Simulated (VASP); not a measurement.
# Pd (P6_3/mmc) in VASP: further runs

Aim: see how the results for Pd move with the level of theory and the settings. Levels: AM05, PBE. Tasks: single point.

All numbers are computed with VASP 6.6.1; they aren't measurements. Logs are shortened: lines on timing, memory, paths and dates and some standing lists are left out, and cuts for length are marked.

## Step 1: The cell of the first run

The structure is hexagonal, space group P6_3/mmc (No. 194). The conventional cell has a = 2.784 Å, b = 2.784 Å, c = 4.629 Å, α = 90.00°, β = 90.00°, γ = 120.00°. Within 3.7 Å of Pd (site symmetry -6m2) lie 12 Pd at 2.78 to 2.82 Å.

This isn't the form of Pd at room conditions, which is fcc.

## Step 2: Single point, AM05

INCAR reads:

```
SYSTEM = Pd
GGA      = AM             ! functional
ISMEAR   = 1              ! smearing method
SIGMA    = 0.1            ! smearing width, eV
LWAVE    = .False.        ! write WAVECAR
LCHARG   = .False.        ! write CHGCAR
ISIF     = 2              ! what is computed and relaxed
PREC     = Accurate       ! precision mode
LASPH    = .True.         ! aspherical terms in the spheres
LREAL    = .False.        ! projectors in reciprocal space
ALGO     = Normal         ! electronic algorithm
EDIFF    = 1E-6           ! SCF threshold, eV
NELM     = 120            ! most SCF steps
GGA_COMPAT= .False.      
ENCUT    = 400            ! plane-wave cutoff, eV
```

KPOINTS reads:

```
k-points
0
Gamma
  14 14 7
```

POSCAR reads:

```
Pd
1.0
    2.7836650458      0.0000000000      0.0000000000
   -1.3918325229      2.4107246453      0.0000000000
    0.0000000000      0.0000000000      4.6288930000
Pd
2
Direct
    0.3333333333      0.6666666667      0.2500000000
    0.6666666667      0.3333333333      0.7500000000
```

Potentials or basis: VASP PAW PBE potentials, release 64 (Pd).

Started as:

```
> cat potpaw_PBE.64/Pd/POTCAR > POTCAR
> mpirun -np 1 vasp_std > vasp.out
```

OUTCAR:

```text
SYSTEM = Pd
   GGA = AM
   ISMEAR = 1
   ISIF = 2
   PREC = Accurate
   LASPH = .True.
   LREAL = .False.
   EDIFF = 1E-6
   NELM = 120
   ENCUT = 400

 Found     96 irreducible k-points:

 Following reciprocal coordinates:
            Coordinates               Weight
  0.000000  0.000000  0.000000      1.000000
  0.071429  0.000000  0.000000      6.000000
  0.142857  0.000000  0.000000      6.000000
  0.214286  0.000000  0.000000      6.000000
  0.285714  0.000000  0.000000      6.000000
  0.357143  0.000000  0.000000      6.000000
   k-points           NKPTS =     96   k-points in BZ     NKDIM =     96   number of bands    NBANDS=     14
   number of dos      NEDOS =    301   number of ions     NIONS =      2
   total plane-waves  NPLWV =   9720
   dimension x,y,z NGX =    18 NGY =   18 NGZ =   30
   dimension x,y,z NGXF=    36 NGYF=   36 NGZF=   60
   ions per type =               2
   NGX,Y,Z   is equivalent  to a cutoff of  10.75, 10.75, 10.77 a.u.
   NGXF,Y,Z  is equivalent  to a cutoff of  21.50, 21.50, 21.55 a.u.
 SYSTEM =  Pd
   PREC   = accura    normal or accurate (medium, high low for compatibility)
   ISTART =      0    job   : 0-new  1-cont  2-samecut
   ICHARG =      2    charge: 1-file 2-atom 10-const
   ISPIN  =      1    spin polarized calculation?
   LNONCOLLINEAR =      F non collinear calculations
   LSORBIT =      F    spin-orbit coupling
   LASPH  =      T    aspherical Exc in radial PAW
   ENCUT  =  400.0 eV  29.40 Ry    5.42 a.u.   4.54  4.54  7.55*2*pi/ulx,y,z
   NELM   =    120;   NELMIN=  2; NELMDL= -5     # of ELM steps
   EDIFF  = 0.1E-05   stopping-criterion for ELM
   LREAL  =      F    real-space projection
   EDIFFG = 0.1E-04   stopping-criterion for IOM
   NSW    =      0    number of steps for IOM
   IBRION =     -1    ionic relax: 0-MD 1-quasi-New 2-CG
   NFREE  =      0    steps in history (QN), initial steepest desc. (CG)
   ISIF   =      2    stress and relaxation
   ISYM   =      2    0-nonsym 1-usesym 2-fastsym
   POTIM  = 0.5000    time-step for ionic-motion
   TEBEG  =    0.0;   TEEND  =   0.0 temperature during run

   SCALEE = 1.0000    scale energy and forces
   PSTRESS=    0.0 pullay stress
   NELECT =      20.0000    total number of electrons
   NUPDOWN=      -1.0000    fix difference up-down
   EMIN   =  10.00;   EMAX   =-10.00  energy-range for DOS
   EFERMI =   0.00;   METHOD = LEGACY
   ISMEAR =     1;   SIGMA  =   0.10  broadening in eV -4-tet -1-fermi 0-gaus
   EFERMI_NEDOS =   21; number of points for ismear=-14 and -15
   IALGO  =     38    algorithm
   IMIX   =      4    mixing-type and parameters
     AMIX     =   0.40;   BMIX     =  1.00
     AMIX_MAG =   1.60;   BMIX_MAG =  1.00
  volume/ion in A,a.u.               =      15.53       104.81
  Fermi-wavevector in a.u.,A,eV,Ry     =   1.413636  2.671385 27.189429  1.998367
  Thomas-Fermi vector in A             =   2.535261
   LORBIT       =      0    0 simple, 1 ext, 2 COOP (PROOUT), +10 PAW based schemes
   GGA     = AM    functional components
   LHFCALC =     F    Hartree Fock is set to
   AEXX    =    0.0000 exact exchange contribution
   IVDW    =     0    specifies the selected vdW correction
   LEPSILON=     F    determine dielectric tensor
   LRPA    =     F    only Hartree local field effects (RPA)

   CSHIFT  =0.1000    complex shift for real part using Kramers Kronig

   OMEGAMAX=  -1.0    maximum frequency
 non-spin polarized calculation
 Methfessel and Paxton  Order N= 1 SIGMA  =   0.10
  energy-cutoff  :      400.00
  volume of cell :       31.06
 maximum number of plane-waves:       579
   NGX =  9   NGY =  9   NGZ = 15

 number of electron      19.9999992 magnetization

 Free energy of the ion-electron system (eV)
  ---------------------------------------------------
  ext. energy  EPLUGINS =         0.00000000
  ---------------------------------------------------
  free energy    TOTEN  =       -11.17054445 eV

  energy without entropy =      -11.16848091  energy(sigma->0) =      -11.16985660

 E-fermi :   8.7763     XC(G=0): -13.0354

 val. band max:        8.7749308567   @ k =   0.2857   0.0000   0.0000
 cond. band min:       8.7773519340   @ k =   0.4286   0.1429   0.1429
 fundamental gap:      0.0024210774
 Fermi energy:         8.7763106596

 k-point     1 :       0.0000    0.0000    0.0000
  band No.  band energies     occupation
      1       1.9477      2.00000
      2       3.8273      2.00000
      3       6.0677      2.00000
      4       6.2471      2.00000
      5       6.2471      2.00000
      6       6.5757      2.00000
      7       6.5757      2.00000
      8       7.2377      2.00000
      9       7.2377      2.00000
     10       8.5709      2.01337
     11       8.5709      2.01337
     12       9.6710     -0.00000
     13      15.3955      0.00000
     14      25.7478      0.00000

 k-point     2 :       0.0714    0.0000    0.0000
  band No.  band energies     occupation
      1       2.1076      2.00000
      2       3.9406      2.00000
      3       5.9642      2.00000
      4       6.3333      2.00000
      5       6.3517      2.00000
      6       6.5261      2.00000
      7       6.6724      2.00000
      8       7.1172      2.00000
      9       7.1723      2.00000
     10       7.9410      2.00000
     11       8.5991      2.03105
     12      10.5033     -0.00000
     13      15.4011      0.00000
     14      25.7579      0.00000

 k-point     3 :       0.1429    0.0000    0.0000
  band No.  band energies     occupation
      1       2.5642      2.00000
      2       4.2305      2.00000
      3       5.7621      2.00000
      4       6.3388      2.00000
      5       6.6157      2.00000
      6       6.6177      2.00000
      7       6.6543      2.00000
      8       6.9508      2.00000
      9       7.0047      2.00000
     10       7.3629      2.00000
     11       8.6623      2.06842
     12      11.8367      0.00000
     13      15.4307      0.00000
     14      24.8346      0.00000

 k-point     4 :       0.2143    0.0000    0.0000
  band No.  band energies     occupation
      1       3.2280      2.00000
      2       4.4924      2.00000
      3       5.6619      2.00000
      4       5.9000      2.00000
      5       6.2108      2.00000
      6       6.7912      2.00000
      7       7.0261      2.00000
      8       7.0665      2.00000
      9       7.1204      2.00000
     10       7.3761      2.00000
     11       8.7270      1.73285
     12      13.3037      0.00000
     13      15.5234      0.00000
     14      22.4930      0.00000

 k-point     5 :       0.2857    0.0000    0.0000
  band No.  band energies     occupation
      1       3.8697      2.00000
      2       4.4581      2.00000
      3       5.2734      2.00000
      4       5.8959      2.00000
      5       6.2590      2.00000
      6       6.5804      2.00000
      7       6.8285      2.00000
      8       7.6833      2.00000
      9       7.6957      2.00000
     10       7.8882      2.00000
     11       8.7749      1.02335
     12      14.8377      0.00000
     13      15.7326      0.00000
     14      19.9286      0.00000

 k-point     6 :       0.3571    0.0000    0.0000
  band No.  band energies     occupation
      1       4.1167      2.00000
      2       4.3415      2.00000
      3       4.8083      2.00000
      4       6.3615      2.00000
      5       6.4068      2.00000
      6       6.5432      2.00000
      7       6.6363      2.00000
      8       8.2357      2.00000
      9       8.4023      2.00000
     10       8.7139      1.86099
     11       8.8037      0.55540
     12      15.8926      0.00000
     13      16.3705      0.00000
     14      17.7384      0.00000

 [... further k-points ...]

------------------------ aborting loop because EDIFF is reached ----------------------------------------

  FORCE on cell =-STRESS in cart. coord.  units (eV):
  Direction    XX          YY          ZZ          XY          YZ          ZX
  --------------------------------------------------------------------------------------
  -------------------------------------------------------------------------------------
  Total       -2.3153908     -2.3153908     -2.0602383     -0.0000000      0.0000000      0.0000000
  in kB     -119.4244233   -119.4244233   -106.2640380     -0.0000000      0.0000000      0.0000000
  external PRESSURE =    -115.0376282 kB  Pullay stress =       0.0000000 kB

 VOLUME and BASIS-vectors are now :
 -----------------------------------------------------------------------------
  energy-cutoff  :      400.00
  volume of cell :       31.06
      direct lattice vectors                 reciprocal lattice vectors
     2.783665046  0.000000000  0.000000000     0.359238624  0.207406516  0.000000000
    -1.391832523  2.410724645  0.000000000     0.000000000  0.414813032  0.000000000
     0.000000000  0.000000000  4.628893000     0.000000000  0.000000000  0.216034374

 POSITION                                       TOTAL-FORCE (eV/Angst)
 -----------------------------------------------------------------------------------
     -0.00000      1.60715      1.15722        -0.000000     -0.000000      0.000000
      1.39183      0.80357      3.47167         0.000000      0.000000      0.000000
 -----------------------------------------------------------------------------------
    total drift:                               -0.000000      0.000000     -0.000000

  FREE ENERGIE OF THE ION-ELECTRON SYSTEM (eV)
  ---------------------------------------------------
  free  energy   TOTEN  =       -11.1705444514 eV

  energy  without entropy=      -11.1684809055  energy(sigma->0) =      -11.16985660
```

Wall time 10 s (1 thread of Intel Xeon 6975P-C (Granite Rapids), shared host); peak memory 0.13 GiB.

Results:

```yaml
Free_energy: -11.1705 eV
Pressure: -11.5 GPa
Band_gap_on_the_k_mesh: zero (bands 10 and 11 overlap by 0.72 eV)
```

Caveat: the cell stands under tension; the PAW data sets were made with another functional, which shifts forces and pressure a little.

## Step 3: Single point, PBE

INCAR reads:

```
ALGO     = Fast           # electronic algorithm
EDIFF    = 1E-7           # SCF threshold, eV
ENCUT    = 520            # plane-wave cutoff, eV
GGA      = PE             # functional
ISIF     = 2              # what is computed and relaxed
ISMEAR   = 0              # smearing method
LASPH    = T              # aspherical terms in the spheres
LCHARG   = T              # write CHGCAR
LELF     = T              # ELF
LREAL    = F              # projectors in reciprocal space
LVHAR    = T            
LWAVE    = F              # write WAVECAR
NBANDS   = 17             # bands
NELM     = 60             # most SCF steps
PREC     = Accurate       # precision mode
SIGMA    = 0.011          # smearing width, eV
```

KPOINTS reads:

```
k-points
0
Gamma
  11 11 6
```

POSCAR is that of step 2.

Potentials or basis: VASP PAW PBE potentials, release 64 (Pd).

Started as:

```
> cat potpaw_PBE.64/Pd/POTCAR > POTCAR
> mpirun -np 1 vasp_std > vasp.out
```

OUTCAR:

```text
EDIFF = 1E-7
   ENCUT = 520
   GGA = PE
   ISIF = 2
   ISMEAR = 0
   LASPH = T
   LREAL = F
   NELM = 60
   PREC = Accurate

 ion  position               nearest neighbor table
   1  0.333  0.667  0.250-   2 2.82   2 2.82   2 2.82   2 2.82   2 2.82   2 2.82
   2  0.667  0.333  0.750-   1 2.82   1 2.82   1 2.82   1 2.82   1 2.82   1 2.82

  LATTYP: Found a hexagonal cell.
 ALAT       =     2.7836650458
 C/A-ratio  =     1.6628771507

  Lattice vectors:

 A1 = (   2.7836650458,   0.0000000000,   0.0000000000)
 A2 = (  -1.3918325229,   2.4107246453,   0.0000000000)
 A3 = (   0.0000000000,   0.0000000000,   4.6288930000)

Analysis of symmetry for initial positions (statically):
=====================================================================
 Subroutine PRICEL returns:
 Original cell was already a primitive cell.

 Routine SETGRP: Setting up the symmetry group for a
 hexagonal supercell.

 Subroutine GETGRP returns: Found 24 space group operations
 (whereof 12 operations were pure point group operations)
 out of a pool of 24 trial point group operations.

The static configuration has the point symmetry D_3d.
 The point group associated with its full space group is D_6h.

Analysis of symmetry for dynamics (positions and initial velocities):
=====================================================================
 Subroutine PRICEL returns:
 Original cell was already a primitive cell.

 Routine SETGRP: Setting up the symmetry group for a
 hexagonal supercell.

 Subroutine GETGRP returns: Found 24 space group operations
 (whereof 12 operations were pure point group operations)
 out of a pool of 24 trial point group operations.

The dynamic configuration has the point symmetry D_3d.
 The point group associated with its full space group is D_6h.

[... 114 lines left out ...]
   EFERMI_NEDOS =   21; number of points for ismear=-14 and -15
   IALGO  =     68    algorithm
   IMIX   =      4    mixing-type and parameters
     AMIX     =   0.40;   BMIX     =  1.00
     AMIX_MAG =   1.60;   BMIX_MAG =  1.00
  volume/ion in A,a.u.               =      15.53       104.81
  Fermi-wavevector in a.u.,A,eV,Ry     =   1.413636  2.671385 27.189429  1.998367
  Thomas-Fermi vector in A             =   2.535261
   LORBIT       =      0    0 simple, 1 ext, 2 COOP (PROOUT), +10 PAW based schemes
   GGA     = PE    functional components
   LHFCALC =     F    Hartree Fock is set to
   AEXX    =    0.0000 exact exchange contribution
   IVDW    =     0    specifies the selected vdW correction
   LEPSILON=     F    determine dielectric tensor
   LRPA    =     F    only Hartree local field effects (RPA)
 non-spin polarized calculation
 RMM-DIIS sequential band-by-band and
 Gauss-broadening in eV      SIGMA  =   0.01
  energy-cutoff  :      520.00
  volume of cell :       31.06
 maximum number of plane-waves:       849
 NGX is ok and might be reduce to    24
   NGX = 11   NGY = 11   NGZ = 17

 number of electron      20.0000008 magnetization

 Free energy of the ion-electron system (eV)
  ---------------------------------------------------
  ext. energy  EPLUGINS =         0.00000000
  ---------------------------------------------------
  free energy    TOTEN  =       -10.35090273 eV

  energy without entropy =      -10.35053254  energy(sigma->0) =      -10.35071763

 E-fermi :   8.9242     XC(G=0): -12.8637

 val. band max:        8.9181667673   @ k =   0.4545   0.0000   0.1667
 cond. band min:       8.9313357756   @ k =   0.4545   0.0909   0.0000
 fundamental gap:      0.0131690083
 Fermi energy:         8.9241570641

 k-point     1 :       0.0000    0.0000    0.0000
  band No.  band energies     occupation
      1       2.1886      2.00000
      2       4.0186      2.00000
      3       6.2300      2.00000
      4       6.4085      2.00000
      5       6.4085      2.00000
      6       6.7349      2.00000
[... 457 lines left out ...]
      4       5.8173      2.00000
      5       6.2655      2.00000
      6       6.7051      2.00000
[... 9 lines left out ...]
     16      26.3047      0.00000
     17      27.6078      0.00000

 [... further k-points ...]

------------------------ aborting loop because EDIFF is reached ----------------------------------------

  FORCE on cell =-STRESS in cart. coord.  units (eV):
  Direction    XX          YY          ZZ          XY          YZ          ZX
  --------------------------------------------------------------------------------------
  -------------------------------------------------------------------------------------
  Total       -0.3725574     -0.3725574     -0.3064915      0.0000000     -0.0000000     -0.0000000
  in kB      -19.2159581    -19.2159581    -15.8083752      0.0000000     -0.0000000     -0.0000000
  external PRESSURE =     -18.0800971 kB  Pullay stress =       0.0000000 kB

 VOLUME and BASIS-vectors are now :
 -----------------------------------------------------------------------------
  energy-cutoff  :      520.00
  volume of cell :       31.06
      direct lattice vectors                 reciprocal lattice vectors
     2.783665046  0.000000000  0.000000000     0.359238624  0.207406516  0.000000000
    -1.391832523  2.410724645  0.000000000     0.000000000  0.414813032  0.000000000
     0.000000000  0.000000000  4.628893000     0.000000000  0.000000000  0.216034374

 POSITION                                       TOTAL-FORCE (eV/Angst)
 -----------------------------------------------------------------------------------
     -0.00000      1.60715      1.15722         0.000000     -0.000000      0.000000
      1.39183      0.80357      3.47167        -0.000000      0.000000      0.000000
 -----------------------------------------------------------------------------------
    total drift:                               -0.000000      0.000000     -0.000000

  FREE ENERGIE OF THE ION-ELECTRON SYSTEM (eV)
  ---------------------------------------------------
  free  energy   TOTEN  =       -10.3509027251 eV

  energy  without entropy=      -10.3505325402  energy(sigma->0) =      -10.35071763
```

OSZICAR:

```text
N       E                     dE             d eps       ncg     rms          rms(c)
DAV:   1     0.107724898633E+03    0.10772E+03   -0.10504E+04  2176   0.116E+03
DAV:   2    -0.908438956844E+01   -0.11681E+03   -0.11019E+03  2278   0.251E+02
DAV:   3    -0.108605400541E+02   -0.17762E+01   -0.17585E+01  2701   0.343E+01
DAV:   4    -0.108712184395E+02   -0.10678E-01   -0.10677E-01  2550   0.257E+00
DAV:   5    -0.108713872843E+02   -0.16884E-03   -0.16884E-03  2629   0.347E-01    0.953E+00
RMM:   6    -0.103720465137E+02    0.49934E+00   -0.10398E+00  2183   0.832E+00    0.467E+00
RMM:   7    -0.103560113877E+02    0.16035E-01   -0.21776E-02  2309   0.129E+00    0.237E+00
RMM:   8    -0.103509766513E+02    0.50347E-02   -0.34865E-03  2333   0.477E-01    0.149E-01
RMM:   9    -0.103508981678E+02    0.78483E-04   -0.65446E-04  2572   0.204E-01    0.663E-02
RMM:  10    -0.103508988728E+02   -0.70506E-06   -0.10858E-04  2493   0.770E-02    0.998E-03
RMM:  11    -0.103509012045E+02   -0.23317E-05   -0.31768E-05  2648   0.342E-02    0.157E-02
RMM:  12    -0.103509019602E+02   -0.75576E-06   -0.67315E-06  2477   0.186E-02    0.685E-03
RMM:  13    -0.103509022204E+02   -0.26016E-06   -0.27112E-06  2618   0.960E-03    0.742E-03
RMM:  14    -0.103509026395E+02   -0.41906E-06   -0.10608E-06  2282   0.804E-03    0.284E-03
RMM:  15    -0.103509027251E+02   -0.85667E-07   -0.16981E-07  1500   0.246E-03
   1 F= -.10350903E+02 E0= -.10350718E+02  d E =-.370185E-03
```

stdout:

```text
POSCAR found type information on POSCAR Pd
 POSCAR found :  1 types and       2 ions
 scaLAPACK will be used
 LDA part: xc-table for (Slater+PW92), standard interpolation
 POSCAR, INCAR and KPOINTS ok, starting setup
 FFT: planning ... GRIDC
 FFT: planning ... GRID_SOFT
 FFT: planning ... GRID
 WAVECAR not read
 entering main loop
```

It took 80 s on 1 thread of AMD EPYC 7R13, shared host; peak memory 0.14 GiB.

What came out:

```
Free energy            : -10.3509 eV
Pressure               : -1.8 GPa
Band gap on the k mesh : zero (bands 10 and 11 overlap by 0.79 eV)
```

Stress tensor (GPa, compression positive):
```
-1.92  0.00  0.00
 0.00 -1.92  0.00
 0.00  0.00 -1.58
```
